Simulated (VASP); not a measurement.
Input of a VASP 6.6.1 run:

The input INCAR:

```
PREC = Accurate ; ENCUT = 600
EDIFF = 1E-6 ; ISMEAR = -1
SIGMA = 0.05 ; LREAL = False
LASPH = True ; NELM = 80
ALGO = Normal ; ISIF = 3
LWAVE = False ; LCHARG = False
GGA = PE ; IBRION = 2
NSW = 80 ; EDIFFG = -0.01
```

KPOINTS

```
Automatic mesh
0
Gamma
  4 4 4
```

The input POSCAR:

```
Y
1.0
    0.0000000000      3.5000000000      3.5000000000
    3.5000000000      0.0000000000      3.5000000000
    3.5000000000      3.5000000000      0.0000000000
Y
2
Direct
    0.0000000000      0.0000000000      0.0000000000
    0.2500000000      0.2500000000      0.2500000000
```

Potentials or basis: VASP PAW PBE potentials, release 64 (Y_sv).

Launch:

```console
$ cat potpaw_PBE.64/Y_sv/POTCAR > POTCAR
$ mpirun -np 1 vasp_std > vasp.out
```

Question: What does it give for the relaxed cell?

Answer: a = 5.088 Å, b = 5.088 Å, c = 5.088 Å, α = 60.00°, β = 60.00°, γ = 60.00°.

Question: What does it give for the band gap on the k mesh?

Answer: Zero (bands 11 and 12 overlap by 0.86 eV).

Step by step:
```
step  energy change (eV)  largest force (eV/Å)  pressure (GPa)  volume (Å³)
   1              0.0000                0.0000            0.13        85.75
   2             -0.0005                0.0000            0.21        86.19
   3             -0.0029                0.0000            0.37        87.51
   4             -0.0103                0.0000            0.39        90.20
   5             -0.0100                0.0000           -0.46        95.75
   6             -0.0139                0.0000            0.07        92.65
   7             -0.0140                0.0000           -0.02        93.12
```

Caveat: the k points lie up to 0.38 Å⁻¹ apart in the final cell, too coarse for converged energies and pressures of a metal.
